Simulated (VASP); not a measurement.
Wanted: the native input for a VASP 6.6.1 run.

```yaml
Task: single point
Functional: PBE
Potentials_or_basis: VASP PAW PBE potentials, release 64 (Ba_sv, Ho_3, Te), 4f in core
Cutoff: 500 eV
k_mesh: 3 × 3 × 3
Occupations: gaussian, width 0.2 eV
Spin: no spin polarisation
Dipole_correction: no
Further_INCAR_settings: ALGO = Normal; EDIFF = 1e-06; NBANDS = 36
```

The structure of Ba2Ho3Te lies in POSCAR:

```
Ba2Ho3Te
1.0
    0.0000000000      6.4160188996      6.2117797327
    3.4868020676      0.0000000000      6.2117797327
    3.4868020676      6.4160188996      0.0000000000
Ba Ho Te
2 3 1
Direct
    0.2500000000      0.2500000000      0.2500000000
    0.7500000000      0.7500000000      0.7500000000
    0.2298233162      0.2298233162      0.7701766838
    0.7701766838      0.7701766838      0.2298233162
    0.5000000000      0.5000000000      0.5000000000
    0.0000000000      0.0000000000      0.0000000000
```

The cell was generated, and may not be a known phase.

These files were run (other wordings do the same):

INCAR

```
SYSTEM = Ba2Ho3Te
  PREC = Accurate
  ENCUT = 500
  EDIFF = 1E-6
  ISMEAR = 0
  SIGMA = 0.2
  LREAL = .FALSE.
  LASPH = .TRUE.
  NELM = 200
  ALGO = Normal
  ISIF = 2
  LWAVE = .FALSE.
  LCHARG = .TRUE.
  GGA = PE
  LELF = .TRUE.
  LVHAR = .TRUE.
  NBANDS = 36
  GGA_COMPAT = .FALSE.
  LMAXMIX = 6
```

KPOINTS

```
Automatic mesh
0
G
  3 3 3
  0 0 0
```

Potentials or basis: VASP PAW PBE potentials, release 64 (Ba_sv, Ho_3, Te), 4f in core.

Command:

```sh
$ cat potpaw_PBE.64/Ba_sv/POTCAR potpaw_PBE.64/Ho_3/POTCAR potpaw_PBE.64/Te/POTCAR > POTCAR
$ mpirun -np 1 vasp_std > vasp.out
```

It gave:

```json
{
 "Pressure": "0.4 GPa",
 "Band gap on the k mesh": "zero (an odd number of electrons rules out a gap without spin polarisation)"
}
```

Caveat: the k points lie up to 0.38 Å⁻¹ apart, too coarse for converged energies and pressures of a metal; spin-orbit coupling is left out, which moves the levels of the heavy elements; the 4f electrons are frozen in the core, so they carry no moment and show no levels.

Run time: 2.6 min on 1 thread of Intel(R) Xeon(R) Platinum 8488C (Sapphire Rapids), on a shared host, peak memory 0.5 GiB.
